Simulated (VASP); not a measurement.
Set up this calculation in VASP 6.6.1, as the native input.

- Task: single point
- Functional: PBEsol
- Potentials or basis: VASP PAW PBE potentials, release 64 (Na_pv, H)
- Cutoff: 500 eV
- k mesh: 10 × 10 × 10
- Occupations: gaussian, width 0.05 eV
- Spin: no spin polarisation
- Dipole correction: no
- Further INCAR settings: ALGO = Normal; EDIFF = 1e-06; NBANDS = 11

The structure of NaH lies in POSCAR:

```
NaH
1.0
    2.9551240000      0.0000000000      0.0000000000
    0.0000000000      2.9551240000      0.0000000000
    0.0000000000      0.0000000000      2.9551240000
Na H
1 1
Direct
    0.0000000000      0.0000000000     -0.2030371653
    0.5000000000      0.5000000000      0.5000000000
```

This cell differs from its parent crystal: atom 1 (Na) moved by (+0.000, -0.600) A along [1 1 0] and z.

The input as run:

INCAR

```
  ALGO = Normal
  EDIFF = 1E-6
  ENCUT = 500
  GGA = PS
  GGA_COMPAT = F
  ISIF = 2
  ISMEAR = 0
  LASPH = T
  LCHARG = T
  LELF = T
  LREAL = F
  LVHAR = T
  LWAVE = F
  NBANDS = 11
  NELM = 120
  PREC = Accurate
  SIGMA = 0.05
```

KPOINTS

```
k-points
0
Gamma
  10 10 10
```

Potentials or basis: VASP PAW PBE potentials, release 64 (Na_pv, H).

The run is started by

```sh
$ cat potpaw_PBE.64/Na_pv/POTCAR potpaw_PBE.64/H/POTCAR > POTCAR
$ mpirun -np 1 vasp_std > vasp.out
```

It gave:

```json
{"Pressure": "2.3 GPa", "Largest force": "0.242 eV/Å", "Band gap on the k mesh": "0.93 eV (least direct gap 4.13 eV)"}
```

Caveat: the cell differs from its parent crystal (atom 1 (Na) moved by (+0.000, -0.600) A along [1 1 0] and z); the PAW data sets were made with another functional, which shifts forces and pressure a little.

It took 32 s on 1 thread of AMD EPYC 7R43 64-Core Processor (Zen 3) (shared host), peak memory 0.11 GiB.
